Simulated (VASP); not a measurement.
RbBr:

```
CELL_PARAMETERS angstrom
4.09820 0.12920 0.12920
0.12920 4.09820 0.12920
0.12920 0.12920 4.09820
ATOMIC_POSITIONS crystal
Rb 0.00000 0.00000 0.00000
Br 0.50000 0.50000 0.50000
```

This cell differs from its parent crystal: epitaxial 111 strain -3.9%.

Base run:

| Property | Result |
| --- | --- |
| Program | VASP 6.6.1 |
| Functional | r2SCAN |
| Potentials or basis | VASP PAW PBE potentials, release 64 (Rb_sv, Br) |
| Cutoff | 520 eV |
| k mesh | 6 × 6 × 6 |
| Occupations | gaussian, width 0.01 eV |
| Spin | no spin polarisation |

Its results: band gap on the k mesh 4.93 eV, indirect (least direct gap 5.03 eV); pressure 0.7 GPa.

Q: The run is repeated on the same cell with these changes: functional from r2SCAN to PBE; occupations from gaussian, width 0.01 eV to fermi-dirac, width 0.02 eV. What comes out?

A: Band gap on the k mesh 4.18 eV, indirect (least direct gap 4.27 eV); pressure 1.5 GPa.

Caveats: the PAW data sets were made with another functional, which shifts forces and pressure a little (some runs).

A k mesh can miss the band edges.
